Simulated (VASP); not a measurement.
# SiC (Cm) in VASP: further runs, part 2 of 2

VASP 6.6.1. Earlier steps stand in the parts before.

### Step 3. Single point, PBE

Contents of INCAR:

```
SYSTEM = SiC
ALGO = Normal
EDIFF = 1E-6
ENCUT = 520
GGA = PE
ISIF = 2
ISMEAR = 0
LASPH = .True.
LCHARG = .False.
LREAL = .False.
LWAVE = .False.
NBANDS = 36
NELM = 100
PREC = Accurate
SIGMA = 0.05
```

Contents of KPOINTS:

```
k-points
0
Gamma
  10 10 2
  0 0 0
```

Contents of POSCAR:

```
SiC
1.0
    2.1898640950     -2.1898640950      0.0000000000
    2.1898640950      0.0000000000     -2.1898640950
   12.7743532117      6.7520079640      6.7520079640
Si C
6 6
Direct
    0.6371701400     -0.3628298600      0.3958000000
    0.1232868067      0.1232868067      0.2291333333
    0.1510534733      0.1510534733      0.5624666667
    0.1788201400      0.1788201400      0.8958000000
   -0.3350631933     -0.3350631933      0.7291333333
    0.6094034733      0.6094034733      0.0624666667
    0.2656409733      0.2656409733      0.4374666667
   -0.2482423600     -0.2482423600      0.2708000000
   -0.2204756933     -0.2204756933      0.6041333333
   -0.1927090267     -0.1927090267      0.9374666667
   -0.7065923600     -0.7065923600      0.7708000000
    0.2378743067      0.2378743067      0.1041333333
```

Potentials or basis: VASP PAW PBE potentials, release 64 (Si, C).

Command:

```sh
cat potpaw_PBE.64/Si/POTCAR potpaw_PBE.64/C/POTCAR > POTCAR
mpirun -np 1 vasp_std > vasp.out
```

OUTCAR:

```text
SYSTEM = SiC
   EDIFF = 1E-6
   ENCUT = 520
   GGA = PE
   ISIF = 2
   ISMEAR = 0
   LASPH = .True.
   LREAL = .False.
   NELM = 100
   PREC = Accurate

 ion  position               nearest neighbor table
   1  0.637  0.637  0.396-   8 1.90   7 1.90   7 1.90   7 1.90   3 3.10   3 3.10   2 3.10   2 3.10
                             3 3.10   2 3.10
   2  0.123  0.123  0.229-  12 1.90   8 1.90   8 1.90   8 1.90   6 3.10   6 3.10   6 3.10   1 3.10
                             1 3.10   1 3.10
   3  0.151  0.151  0.562-   9 1.90   9 1.90   9 1.90   7 1.90   5 3.10   5 3.10   5 3.10   1 3.10
                             1 3.10   1 3.10
   4  0.179  0.179  0.896-  11 1.90  10 1.90  10 1.90  10 1.90   6 3.00   6 3.00   5 3.10   5 3.10
                             5 3.10
   5  0.665  0.665  0.729-   9 1.90  11 1.90  11 1.90  11 1.90   3 3.10   3 3.10   3 3.10   4 3.10
                             4 3.10   4 3.10
   6  0.609  0.609  0.062-  12 1.90  12 1.90  12 1.90  10 1.95   4 3.00   4 3.00   2 3.10   2 3.10
                             2 3.10
   7  0.266  0.266  0.437-   3 1.90   1 1.90   1 1.90   1 1.90
   8  0.752  0.752  0.271-   1 1.90   2 1.90   2 1.90   2 1.90
   9  0.780  0.780  0.604-   3 1.90   3 1.90   3 1.90   5 1.90
  10  0.807  0.807  0.937-   4 1.90   4 1.90   4 1.90   6 1.95
  11  0.293  0.293  0.771-   4 1.90   5 1.90   5 1.90   5 1.90
  12  0.238  0.238  0.104-   6 1.90   6 1.90   6 1.90   2 1.90

  LATTYP: Found a base centered monoclinic cell.
 ALAT       =     5.3640496388
 B/A-ratio  =     0.5773502692
 C/A-ratio  =     2.8296534929
 COS(beta)  =    -0.0294382334

  Lattice vectors:

 A1 = (   2.1898640950,  -2.1898640950,   0.0000000000)
 A2 = (   2.1898640950,   0.0000000000,  -2.1898640950)
 A3 = (   8.3946250217,   8.9418720590,   8.9418720590)

Analysis of symmetry for initial positions (statically):
=====================================================================
 Subroutine PRICEL returns:
 Original cell was already a primitive cell.

 Routine SETGRP: Setting up the symmetry group for a
 base centered monoclinic supercell.

 Subroutine GETGRP returns: Found  2 space group operations
 (whereof  2 operations were pure point group operations)
 out of a pool of  4 trial point group operations.

The static configuration has the point symmetry C_1h.

Analysis of symmetry for dynamics (positions and initial velocities):
=====================================================================
 Subroutine PRICEL returns:
 Original cell was already a primitive cell.

 Routine SETGRP: Setting up the symmetry group for a
 base centered monoclinic supercell.

 Subroutine GETGRP returns: Found  2 space group operations
 (whereof  2 operations were pure point group operations)
 out of a pool of  4 trial point group operations.

The dynamic configuration has the point symmetry C_1h.

 Subroutine INISYM returns: Found  2 space group operations
 (whereof  2 operations are pure point group operations),
 and found     1 'primitive' translations

----------------------------------------------------------------------------------------

                                     Primitive cell

  volume of cell :     126.0180

  direct lattice vectors                    reciprocal lattice vectors
     2.189864095 -2.189864095  0.000000000     0.117332243 -0.339317100  0.117332243
     2.189864095  0.000000000 -2.189864095     0.117332243  0.117332243 -0.339317100
[... 87 lines left out ...]
   k-points           NKPTS =     62   k-points in BZ     NKDIM =     62   number of bands    NBANDS=     36
   number of dos      NEDOS =    301   number of ions     NIONS =     12
   total plane-waves  NPLWV =  69120
   dimension x,y,z NGX =    24 NGY =   24 NGZ =  120
   dimension x,y,z NGXF=    48 NGYF=   48 NGZF=  240
   ions per type =               6   6
   NGX,Y,Z   is equivalent  to a cutoff of  12.88, 12.88, 12.51 a.u.
   NGXF,Y,Z  is equivalent  to a cutoff of  25.77, 25.77, 25.02 a.u.
 SYSTEM =  SiC
   PREC   = accura    normal or accurate (medium, high low for compatibility)
   ISTART =      0    job   : 0-new  1-cont  2-samecut
   ICHARG =      2    charge: 1-file 2-atom 10-const
   ISPIN  =      1    spin polarized calculation?
   LNONCOLLINEAR =      F non collinear calculations
   LSORBIT =      F    spin-orbit coupling
   LASPH  =      T    aspherical Exc in radial PAW
   ENCUT  =  520.0 eV  38.22 Ry    6.18 a.u.   5.76  5.76 29.65*2*pi/ulx,y,z
   NELM   =    100;   NELMIN=  2; NELMDL= -5     # of ELM steps
   EDIFF  = 0.1E-05   stopping-criterion for ELM
   LREAL  =      F    real-space projection
   EDIFFG = 0.1E-04   stopping-criterion for IOM
   NSW    =      0    number of steps for IOM
   IBRION =     -1    ionic relax: 0-MD 1-quasi-New 2-CG
   NFREE  =      0    steps in history (QN), initial steepest desc. (CG)
   ISIF   =      2    stress and relaxation
   ISYM   =      2    0-nonsym 1-usesym 2-fastsym
   POTIM  = 0.5000    time-step for ionic-motion
   TEBEG  =    0.0;   TEEND  =   0.0 temperature during run
   PSTRESS=    0.0 pullay stress
   NELECT =      48.0000    total number of electrons
   NUPDOWN=      -1.0000    fix difference up-down
   EMIN   =  10.00;   EMAX   =-10.00  energy-range for DOS
   EFERMI =   0.00;   METHOD = LEGACY
   ISMEAR =     0;   SIGMA  =   0.05  broadening in eV -4-tet -1-fermi 0-gaus
   EFERMI_NEDOS =   21; number of points for ismear=-14 and -15
   IALGO  =     38    algorithm
   IMIX   =      4    mixing-type and parameters
     AMIX     =   0.40;   BMIX     =  1.00
     AMIX_MAG =   1.60;   BMIX_MAG =  1.00
  volume/ion in A,a.u.               =      10.50        70.87
  Fermi-wavevector in a.u.,A,eV,Ry     =   1.186709  2.242555 19.160797  1.408279
  Thomas-Fermi vector in A             =   2.322876
   LORBIT       =      0    0 simple, 1 ext, 2 COOP (PROOUT), +10 PAW based schemes
   GGA     = PE    functional components
   LHFCALC =     F    Hartree Fock is set to
   AEXX    =    0.0000 exact exchange contribution
   IVDW    =     0    specifies the selected vdW correction
   LEPSILON=     F    determine dielectric tensor
   LRPA    =     F    only Hartree local field effects (RPA)
 non-spin polarized calculation
 Gauss-broadening in eV      SIGMA  =   0.05
  energy-cutoff  :      520.00
  volume of cell :      126.02
 maximum number of plane-waves:      3418
   NGX = 11   NGY = 11   NGZ = 59

 number of electron      48.0000002 magnetization

 Free energy of the ion-electron system (eV)
  ---------------------------------------------------
  ext. energy  EPLUGINS =         0.00000000
  ---------------------------------------------------
  free energy    TOTEN  =       -90.08229970 eV

  energy without entropy =      -90.08229970  energy(sigma->0) =      -90.08229970

 E-fermi :   8.3048     XC(G=0): -11.2972

 val. band max:        8.0927782801   @ k =   0.0000   0.0000   0.0000
 cond. band min:       9.1415852124   @ k =   0.5000   0.5000   0.0000
 fundamental gap:      1.0488069323
 Fermi energy:         8.3048232366

 k-point     1 :       0.0000    0.0000    0.0000
  band No.  band energies     occupation
      1      -7.3426      2.00000
      2      -6.8172      2.00000
      3      -6.7976      2.00000
      4      -5.3123      2.00000
      5      -5.2900      2.00000
      6      -3.8298      2.00000
[... 925 lines left out ...]
     35      15.5523      0.00000
     36      16.0106      0.00000

 [... further k-points ...]
[... 5 lines left out ...]
  --------------------------------------------------------------------------------------
  -------------------------------------------------------------------------------------
  Total        1.7366275     -1.2861299     -1.2861299      1.1503991     -2.0639772      1.1503991
  in kB       22.0792608    -16.3516915    -16.3516915     14.6260268    -26.2411428     14.6260272
  external PRESSURE =      -3.5413741 kB  Pullay stress =       0.0000000 kB

 VOLUME and BASIS-vectors are now :
 -----------------------------------------------------------------------------
  energy-cutoff  :      520.00
  volume of cell :      126.02
      direct lattice vectors                 reciprocal lattice vectors
     2.189864095 -2.189864095  0.000000000     0.117332243 -0.339317100  0.117332243
     2.189864095  0.000000000 -2.189864095     0.117332243  0.117332243 -0.339317100
    12.774353212  6.752007964  6.752007964     0.038054112  0.038054112  0.038054112

 POSITION                                       TOTAL-FORCE (eV/Angst)
 -----------------------------------------------------------------------------------
      7.84672      1.27713      1.27713         0.026434      0.008215      0.008215
      3.46699      1.27713      1.27713         0.086403     -0.000489     -0.000489
      7.84672      3.46699      3.46699         0.017586      0.012046      0.012046
     12.22645      5.65686      5.65686         0.004159     -0.053395     -0.053395
     12.22645      3.46699      3.46699         0.031499      0.005674      0.005674
      3.46699     -0.91274     -0.91274         0.783141     -0.653870     -0.653870
      6.75179      2.37206      2.37206        -0.015567     -0.012941     -0.012941
      6.75179      0.18220      0.18220         0.003374     -0.019462     -0.019462
     11.13152      2.37206      2.37206        -0.030141     -0.006819     -0.006819
     15.51125      4.56192      4.56192        -0.749496      0.610007      0.610007
     11.13152      4.56192      4.56192        -0.136051      0.036728      0.036728
      2.37206      0.18220      0.18220        -0.021341      0.074306      0.074306
 -----------------------------------------------------------------------------------
    total drift:                               -0.000143      0.000040      0.000040

  FREE ENERGIE OF THE ION-ELECTRON SYSTEM (eV)
  ---------------------------------------------------
  free  energy   TOTEN  =       -90.0822996987 eV

  energy  without entropy=      -90.0822996987  energy(sigma->0) =      -90.08229970
```

Run time: 4 min. Hardware: 1 thread of Intel Xeon 6975P-C, shared host; peak memory 0.37 GiB.

Results:

* Free energy: -90.0823 eV
* Pressure: -0.4 GPa
* Largest force: 1.212 eV/Å
* Band gap on the k mesh: 1.05 eV, indirect (least direct gap 1.98 eV)

Forces on the atoms (eV/Å):
```
Si   0.026  0.008  0.008
Si   0.086  0.000  0.000
Si   0.018  0.012  0.012
Si   0.004 -0.053 -0.053
Si   0.031  0.006  0.006
Si   0.783 -0.654 -0.654
C   -0.016 -0.013 -0.013
C    0.003 -0.019 -0.019
C   -0.030 -0.007 -0.007
C   -0.749  0.610  0.610
C   -0.136  0.037  0.037
C   -0.021  0.074  0.074
```

Levels at points of the mesh, in eV from the valence-band top:
```csv
k point,band 20,band 21,band 22,band 23,band 24,band 25,band 26,band 27,band 28,band 29
"(0.00, 0.00, 0.00)",-0.43,-0.41,-0.23,-0.08,0.00,5.08,5.29,5.40,5.66,5.99
"(0.50, 0.00, 0.00)",-2.39,-1.91,-1.76,-1.41,-1.33,1.71,1.81,3.50,3.61,4.61
"(0.50, 0.50, 0.00)",-2.59,-1.89,-1.87,-1.19,-0.93,1.05,2.48,2.57,3.76,4.62
"(0.00, 0.00, 0.50)",-0.61,-0.30,-0.24,-0.20,-0.13,5.11,5.21,5.52,5.70,5.92
"(0.50, 0.00, 0.50)",-2.79,-1.95,-1.85,-1.35,-1.09,1.30,2.57,2.66,4.24,4.52
"(0.50, 0.50, 0.50)",-2.43,-1.68,-1.41,-1.37,-1.29,1.45,1.67,3.48,3.59,4.02
```

Caveat: forces of over 1 eV/Å act on the atoms, so gaps and moduli don't describe the material at rest. A k mesh can miss the band edges.
